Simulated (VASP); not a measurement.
# Sr (Fm-3m) in VASP: further runs

The runs below take Sr through single point, with LDA, PBE.

Program: VASP 6.6.1. These are calculated values, not measurements. Logs are shortened: lines on timing, memory, paths and dates and some standing lists are left out, and cuts for length are marked.

### Step 1. The cell of the first run

It takes space group Fm-3m (No. 225, cubic). The conventional cell has a = 6.125 Å, b = 6.125 Å, c = 6.125 Å, α = 90.00°, β = 90.00°, γ = 90.00°. Sr (site symmetry m-3m) has 12 Sr at 4.33 Å within 5.7 Å.

### Step 2. Single point, LDA (volume scaled by 1.02)

Input file INCAR:

```
PREC = Accurate
ENCUT = 520
EDIFF = 1E-6
ISMEAR = -1
SIGMA = 0.05
LREAL = False
LASPH = True
NELM = 80
ALGO = Fast
ISIF = 2
LWAVE = False
LCHARG = False
NBANDS = 11
```

Input file KPOINTS:

```
regular mesh
0
Gamma
  8 8 8
```

Input file POSCAR:

```
Sr
1.0
    0.0000000000      3.0624986004      3.0624986004
    3.0624986004      0.0000000000      3.0624986004
    3.0624986004      3.0624986004      0.0000000000
Sr
1
Direct
    0.0000000000      0.0000000000      0.0000000000
```

Potentials or basis: VASP PAW LDA potentials, release 64 (Sr_sv).

Run with:

```
$ cat potpaw_LDA.64/Sr_sv/POTCAR > POTCAR
$ mpirun -np 1 vasp_std > vasp.out
```

OUTCAR:

```text
PREC = Accurate
   ENCUT = 520
   EDIFF = 1E-6
   ISMEAR = -1
   LREAL = False
   LASPH = True
   NELM = 80
   ISIF = 2

 ion  position               nearest neighbor table
   1  0.000  0.000  0.000-

  LATTYP: Found a face centered cubic cell.
 ALAT       =     6.1249972008

  Lattice vectors:

 A1 = (   0.0000000000,   3.0624986004,   3.0624986004)
 A2 = (   3.0624986004,   0.0000000000,   3.0624986004)
 A3 = (   3.0624986004,   3.0624986004,   0.0000000000)

Analysis of symmetry for initial positions (statically):
=====================================================================
 Subroutine PRICEL returns:
 Original cell was already a primitive cell.

 Routine SETGRP: Setting up the symmetry group for a
 face centered cubic supercell.

 Subroutine GETGRP returns: Found 48 space group operations
 (whereof 48 operations were pure point group operations)
 out of a pool of 48 trial point group operations.

The static configuration has the point symmetry O_h .

Analysis of symmetry for dynamics (positions and initial velocities):
=====================================================================
 Subroutine PRICEL returns:
 Original cell was already a primitive cell.

 Routine SETGRP: Setting up the symmetry group for a
 face centered cubic supercell.

 Subroutine GETGRP returns: Found 48 space group operations
 (whereof 48 operations were pure point group operations)
 out of a pool of 48 trial point group operations.

The dynamic configuration has the point symmetry O_h .

 Subroutine INISYM returns: Found 48 space group operations
 (whereof 48 operations are pure point group operations),
 and found     1 'primitive' translations

----------------------------------------------------------------------------------------

                                     Primitive cell

  volume of cell :      57.4457

  direct lattice vectors                    reciprocal lattice vectors
     0.000000000  3.062498600  3.062498600    -0.163265381  0.163265381  0.163265381
     3.062498600  0.000000000  3.062498600     0.163265381 -0.163265381  0.163265381
     3.062498600  3.062498600  0.000000000     0.163265381  0.163265381 -0.163265381

  length of vectors
     4.331027055  4.331027055  4.331027055     0.282783935  0.282783935  0.282783935

  position of ions in fractional coordinates (direct lattice)
     0.000000000  0.000000000  0.000000000

  ion indices of the primitive-cell ions
   primitive index   ion index
                 1           1

----------------------------------------------------------------------------------------

 KPOINTS: regular mesh

Automatic generation of k-mesh.
 Grid dimensions read from file:
 generate k-points for:    8    8    8

 Generating k-lattice:

  Cartesian coordinates                     Fractional coordinates (reciprocal lattice)
    -0.020408173  0.020408173  0.020408173     0.125000000  0.000000000  0.000000000
     0.020408173 -0.020408173  0.020408173     0.000000000  0.125000000  0.000000000
     0.020408173  0.020408173 -0.020408173     0.000000000  0.000000000  0.125000000

  Length of vectors
     0.035347992  0.035347992  0.035347992

  Shift w.r.t. Gamma in fractional coordinates (k-lattice)
     0.000000000  0.000000000  0.000000000

 Subroutine IBZKPT returns following result:
 ===========================================

 Found     29 irreducible k-points:

 Following reciprocal coordinates:
            Coordinates               Weight
  0.000000  0.000000  0.000000      1.000000
  0.125000  0.000000  0.000000      8.000000
  0.250000  0.000000  0.000000      8.000000
  0.375000  0.000000  0.000000      8.000000
  0.500000  0.000000  0.000000      4.000000
  0.125000  0.125000  0.000000      6.000000
[... 16 lines left out ...]
  0.500000  0.250000  0.125000     48.000000
 -0.375000  0.250000  0.125000     24.000000
 [... further k-points ...]
   k-points           NKPTS =     29   k-points in BZ     NKDIM =     29   number of bands    NBANDS=     11
   number of dos      NEDOS =    301   number of ions     NIONS =      1
   total plane-waves  NPLWV =  32768
   dimension x,y,z NGX =    32 NGY =   32 NGZ =   32
   dimension x,y,z NGXF=    64 NGYF=   64 NGZF=   64
   ions per type =               1
   NGX,Y,Z   is equivalent  to a cutoff of  12.28, 12.28, 12.28 a.u.
   NGXF,Y,Z  is equivalent  to a cutoff of  24.57, 24.57, 24.57 a.u.
 SYSTEM =  unknown system
   PREC   = accura    normal or accurate (medium, high low for compatibility)
   ISTART =      0    job   : 0-new  1-cont  2-samecut
   ICHARG =      2    charge: 1-file 2-atom 10-const
   ISPIN  =      1    spin polarized calculation?
   LNONCOLLINEAR =      F non collinear calculations
   LSORBIT =      F    spin-orbit coupling
   LASPH  =      T    aspherical Exc in radial PAW
   ENCUT  =  520.0 eV  38.22 Ry    6.18 a.u.   8.05  8.05  8.05*2*pi/ulx,y,z
   NELM   =     80;   NELMIN=  2; NELMDL= -5     # of ELM steps
   EDIFF  = 0.1E-05   stopping-criterion for ELM
   LREAL  =      F    real-space projection
   EDIFFG = 0.1E-04   stopping-criterion for IOM
   NSW    =      0    number of steps for IOM
   IBRION =     -1    ionic relax: 0-MD 1-quasi-New 2-CG
   NFREE  =      0    steps in history (QN), initial steepest desc. (CG)
   ISIF   =      2    stress and relaxation
   ISYM   =      2    0-nonsym 1-usesym 2-fastsym
   POTIM  = 0.5000    time-step for ionic-motion
   TEBEG  =    0.0;   TEEND  =   0.0 temperature during run
   PSTRESS=    0.0 pullay stress
   NELECT =      10.0000    total number of electrons
   NUPDOWN=      -1.0000    fix difference up-down
   EMIN   =  10.00;   EMAX   =-10.00  energy-range for DOS
   EFERMI =   0.00;   METHOD = LEGACY
   ISMEAR =    -1;   SIGMA  =   0.05  broadening in eV -4-tet -1-fermi 0-gaus
   EFERMI_NEDOS =   21; number of points for ismear=-14 and -15
   IALGO  =     68    algorithm
   IMIX   =      4    mixing-type and parameters
     AMIX     =   0.40;   BMIX     =  1.00
     AMIX_MAG =   1.60;   BMIX_MAG =  1.00
  volume/ion in A,a.u.               =      57.45       387.66
  Fermi-wavevector in a.u.,A,eV,Ry     =   0.914090  1.727380 11.368490  0.835560
  Thomas-Fermi vector in A             =   2.038677
   LORBIT       =      0    0 simple, 1 ext, 2 COOP (PROOUT), +10 PAW based schemes
   GGA     = CA    functional components
   LHFCALC =     F    Hartree Fock is set to
   AEXX    =    0.0000 exact exchange contribution
   IVDW    =     0    specifies the selected vdW correction
   LEPSILON=     F    determine dielectric tensor
   LRPA    =     F    only Hartree local field effects (RPA)
 non-spin polarized calculation
 RMM-DIIS sequential band-by-band and
  energy-cutoff  :      520.00
  volume of cell :       57.45
 maximum number of plane-waves:      1572
   NGX = 17   NGY = 17   NGZ = 17

 number of electron      10.0000000 magnetization

 Free energy of the ion-electron system (eV)
  ---------------------------------------------------
  ext. energy  EPLUGINS =         0.00000000
  ---------------------------------------------------
  free energy    TOTEN  =        -1.85057439 eV

  energy without entropy =       -1.84251342  energy(sigma->0) =       -1.84654391

 E-fermi :   1.2672     XC(G=0):  -7.4220

 val. band max:        1.1993023797   @ k =  -0.3750   0.3750   0.0000
 cond. band min:       1.3133940413   @ k =  -0.3750   0.2500   0.1250
 fundamental gap:      0.1140916616
 Fermi energy:         1.2672009332

 k-point     1 :       0.0000    0.0000    0.0000
  band No.  band energies     occupation
      1     -35.2741      2.00000
      2     -17.2637      2.00000
      3     -17.2637      2.00000
      4     -17.2637      2.00000
      5      -2.3189      2.00000
      6       3.4646      0.00000
      7       3.4646      0.00000
      8       3.4646      0.00000
      9       4.8462      0.00000
     10       4.8462      0.00000
     11       8.3216      0.00000

 k-point     2 :       0.1250    0.0000    0.0000
  band No.  band energies     occupation
      1     -35.2724      2.00000
      2     -17.2894      2.00000
      3     -17.2672      2.00000
      4     -17.2672      2.00000
      5      -2.0781      2.00000
      6       3.1337      0.00000
      7       3.5671      0.00000
      8       3.5671      0.00000
      9       4.7277      0.00000
     10       4.7277      0.00000
     11       8.8478      0.00000

 k-point     3 :       0.2500    0.0000    0.0000
  band No.  band energies     occupation
      1     -35.2683      2.00000
      2     -17.3507      2.00000
      3     -17.2757      2.00000
      4     -17.2757      2.00000
      5      -1.4072      2.00000
      6       2.4699      0.00000
      7       3.6149      0.00000
      8       3.6149      0.00000
      9       4.8104      0.00000
     10       4.8104      0.00000
     11       7.8763      0.00000

 k-point     4 :       0.3750    0.0000    0.0000
  band No.  band energies     occupation
      1     -35.2642      2.00000
      2     -17.4107      2.00000
      3     -17.2841      2.00000
      4     -17.2841      2.00000
      5      -0.4875      2.00000
      6       1.7956      0.00005
      7       3.4267      0.00000
      8       3.4267      0.00000
      9       5.4145      0.00000
     10       5.4145      0.00000
     11       6.8982      0.00000
[... 239 lines left out ...]
 k-point    22 :       0.3750    0.2500    0.1250
  band No.  band energies     occupation
      1     -35.2652      2.00000
      2     -17.3656      2.00000
      3     -17.3073      2.00000
      4     -17.2865      2.00000
      5      -0.8393      2.00000
      6       2.2443      0.00000
      7       3.0144      0.00000
      8       4.0918      0.00000
      9       4.2647      0.00000
     10       5.5598      0.00000
     11       7.9716      0.00000

 k-point    23 :       0.5000    0.2500    0.1250
  band No.  band energies     occupation
      1     -35.2619      2.00000
      2     -17.3980      2.00000
      3     -17.3263      2.00000
      4     -17.2965      2.00000
      5       0.0588      2.00000
      6       1.8279      0.00003
      7       2.5874      0.00000
      8       3.8951      0.00000
      9       4.9660      0.00000
     10       6.0366      0.00000
     11       6.6610      0.00000

 k-point    24 :      -0.3750    0.2500    0.1250
  band No.  band energies     occupation
      1     -35.2605      2.00000
      2     -17.4119      2.00000
      3     -17.3323      2.00000
      4     -17.3019      2.00000
      5       0.7794      1.99988
      6       1.3134      0.56834
      7       2.5495      0.00000
      8       3.7729      0.00000
      9       5.3066      0.00000
     10       6.1097      0.00000
     11       6.1481      0.00000

 [... further k-points ...]
[... 5 lines left out ...]
  --------------------------------------------------------------------------------------
  -------------------------------------------------------------------------------------
  Total       -0.6314188     -0.6314188     -0.6314188      0.0000000      0.0000000     -0.0000000
  in kB      -17.6104472    -17.6104472    -17.6104472      0.0000000      0.0000000     -0.0000000
  external PRESSURE =     -17.6104472 kB  Pullay stress =       0.0000000 kB

 VOLUME and BASIS-vectors are now :
 -----------------------------------------------------------------------------
  energy-cutoff  :      520.00
  volume of cell :       57.45
      direct lattice vectors                 reciprocal lattice vectors
     0.000000000  3.062498600  3.062498600    -0.163265381  0.163265381  0.163265381
     3.062498600  0.000000000  3.062498600     0.163265381 -0.163265381  0.163265381
     3.062498600  3.062498600  0.000000000     0.163265381  0.163265381 -0.163265381

 POSITION                                       TOTAL-FORCE (eV/Angst)
 -----------------------------------------------------------------------------------
      0.00000      0.00000      0.00000         0.000000      0.000000     -0.000000
 -----------------------------------------------------------------------------------
    total drift:                                0.000000      0.000000      0.000000

  FREE ENERGIE OF THE ION-ELECTRON SYSTEM (eV)
  ---------------------------------------------------
  free  energy   TOTEN  =        -1.8505743914 eV

  energy  without entropy=       -1.8425134228  energy(sigma->0) =       -1.84654391
```

Run time: 12 s. Hardware: 1 thread of AMD EPYC 7R43 (Zen 3), shared host; peak memory 0.13 GiB.

Results:

```yaml
Free_energy: -1.8506 eV
Pressure: -1.8 GPa
Band_gap_on_the_k_mesh: zero (band 5 reaches 1.37 eV, above the bottom of band 6 at 1.31 eV)
```

Caveat: the cell differs from its parent crystal (volume scaled by 1.02).

### Step 3. Single point, LDA (volume scaled by 1.04)

Input file INCAR:

```
SYSTEM = Sr
  PREC = Accurate
  ENCUT = 520
  EDIFF = 1E-6
  ISMEAR = -1
  SIGMA = 0.05
  LREAL = .False.
  LASPH = .True.
  NELM = 60
  ALGO = Normal
  ISIF = 2
  LWAVE = .False.
  LCHARG = .True.
  LELF = .True.
  LVHAR = .True.
  NBANDS = 11
```

Input file KPOINTS:

```
Automatic mesh
0
Gamma
  8 8 8
  0 0 0
```

Input file POSCAR:

```
Sr
1.0
    0.0000000000      3.0823855122      3.0823855122
    3.0823855122      0.0000000000      3.0823855122
    3.0823855122      3.0823855122      0.0000000000
Sr
1
Direct
    0.0000000000      0.0000000000      0.0000000000
```

Potentials or basis: VASP PAW LDA potentials, release 64 (Sr_sv).

Run with:

```
$ cat potpaw_LDA.64/Sr_sv/POTCAR > POTCAR
$ mpirun -np 1 vasp_std > vasp.out
```

Wall time 11 s (1 thread of AMD EPYC 7R43 (Zen 3), shared host); peak memory 0.13 GiB.

It converged, with:

```
Free energy            : -1.8378 eV
Pressure               : -1.9 GPa
Band gap on the k mesh : zero (band 5 reaches 1.32 eV, above the bottom of band 6 at 1.24 eV)
```

Levels at points of the mesh, in eV from the Fermi level:
| k point | band 3 | band 4 | band 5 | band 6 | band 7 | band 8 |
| --- | --- | --- | --- | --- | --- | --- |
| (0.00, 0.00, 0.00) | -18.57 | -18.57 | -3.55 | 2.18 | 2.18 | 2.18 |
| (0.50, 0.00, 0.00) | -18.59 | -18.59 | -1.13 | 0.07 | 2.05 | 2.05 |
| (0.50, 0.50, 0.00) | -18.63 | -18.63 | -0.59 | 0.35 | 0.98 | 4.50 |

Caveat: the cell differs from its parent crystal (volume scaled by 1.04).

### Step 4. Single point, LDA (volume scaled by 1.06)

Input file INCAR:

```
SYSTEM = Sr
PREC = Accurate
ENCUT = 520
EDIFF = 1E-6
ISMEAR = -1
SIGMA = 0.05
LREAL = .False.
LASPH = .True.
NELM = 100
ALGO = Normal
ISIF = 2
LWAVE = .False.
LCHARG = .False.
GGA = CA
NBANDS = 11
```

KPOINTS is that of step 3.

Input file POSCAR:

```
Sr
1.0
    0.0000000000      3.1020190703      3.1020190703
    3.1020190703      0.0000000000      3.1020190703
    3.1020190703      3.1020190703      0.0000000000
Sr
1
Direct
    0.0000000000      0.0000000000      0.0000000000
```

Run with:

```
$ cat potpaw_LDA.64/Sr_sv/POTCAR > POTCAR
$ mpirun -np 1 vasp_std > vasp.out
```

Run time: 16 s. Hardware: 1 thread of AMD EPYC 7R43 (Zen 3), shared host; peak memory 0.14 GiB.

It converged, with:

* Free energy: -1.8240 eV
* Pressure: -2.0 GPa
* Band gap on the k mesh: zero (band 5 reaches 1.27 eV, above the bottom of band 6 at 1.18 eV)

Levels at points of the mesh, in eV from the Fermi level:
```csv
k point,band 2,band 3,band 4,band 5,band 6,band 7,band 8,band 9
"(0.00, 0.00, 0.00)",-18.61,-18.61,-18.61,-3.52,2.16,2.16,2.16,3.48
"(0.50, 0.00, 0.00)",-18.76,-18.63,-18.63,-1.12,0.06,2.03,2.03,4.43
"(0.50, 0.50, 0.00)",-18.75,-18.66,-18.66,-0.57,0.36,0.95,4.43,4.70
```

Caveat: the cell differs from its parent crystal (volume scaled by 1.06).

### Step 5. Single point, PBE

This run uses another cell than the first one, of 56.32 Å³/atom, 0.980 times its volume.

Input file INCAR:

```
SYSTEM = Sr
ALGO = Normal
EDIFF = 1E-7
ENCUT = 520
GGA = PE
ISIF = 2
ISMEAR = -1
LASPH = .TRUE.
LCHARG = .TRUE.
LELF = .TRUE.
LREAL = .FALSE.
LVHAR = .TRUE.
LWAVE = .FALSE.
NBANDS = 11
NELM = 100
PREC = Accurate
SIGMA = 0.05
```

Input file KPOINTS:

```
k-points
0
G
  6 6 6
  0 0 0
```

Input file POSCAR:

```
Sr
1.0
    0.0000000000      3.0423500000      3.0423500000
    3.0423500000      0.0000000000      3.0423500000
    3.0423500000      3.0423500000      0.0000000000
Sr
1
Direct
    0.0000000000      0.0000000000      0.0000000000
```

Potentials or basis: VASP PAW PBE potentials, release 64 (Sr_sv).

Run with:

```
$ cat potpaw_PBE.64/Sr_sv/POTCAR > POTCAR
$ mpirun -np 1 vasp_std > vasp.out
```

Wall time 4.9 s (1 thread of Intel Xeon 6975P-C (Granite Rapids), shared host); peak memory 0.16 GiB.

The run converged. Its results:

```yaml
Free_energy: -1.6212 eV
Pressure: -0.3 GPa
Band_gap_on_the_k_mesh: 0.04 eV, direct
```

Levels at points of the mesh, in eV from the valence-band top:
```
           k point  band 3  band 4  band 5  band 6  band 7  band 8
(0.00, 0.00, 0.00)  -18.53  -18.53   -3.59    2.34    2.34    2.34
(0.50, 0.00, 0.00)  -18.56  -18.56   -1.09    0.05    2.18    2.18
(0.50, 0.50, 0.00)  -18.60  -18.60   -0.60    0.38    1.02    4.79
```

A k mesh can miss the band edges.

### Step 6. Summary

```tsv
level	potentials or basis	cell	k mesh	gap on the mesh (eV)	pressure (GPa)
LDA	VASP PAW LDA potentials, release 64 (Sr_sv)	a = 4.331 Å, angles 60.0°, 1 atom	8 × 8 × 8	none	-1.8
LDA	VASP PAW LDA potentials, release 64 (Sr_sv)	a = 4.359 Å, angles 60.0°, 1 atom	8 × 8 × 8	none	-1.9
LDA	VASP PAW LDA potentials, release 64 (Sr_sv)	a = 4.387 Å, angles 60.0°, 1 atom	8 × 8 × 8	none	-2.0
PBE	VASP PAW PBE potentials, release 64 (Sr_sv)	a = 4.303 Å, angles 60.0°, 1 atom	6 × 6 × 6	0.04	-0.3
```

Alike in all rows: task single point; no spin polarisation; cutoff (eV) 520; smearing fermi-dirac 0.05 eV.

Total energies depend on the potentials used, so only differences within one code and one set of settings carry meaning.
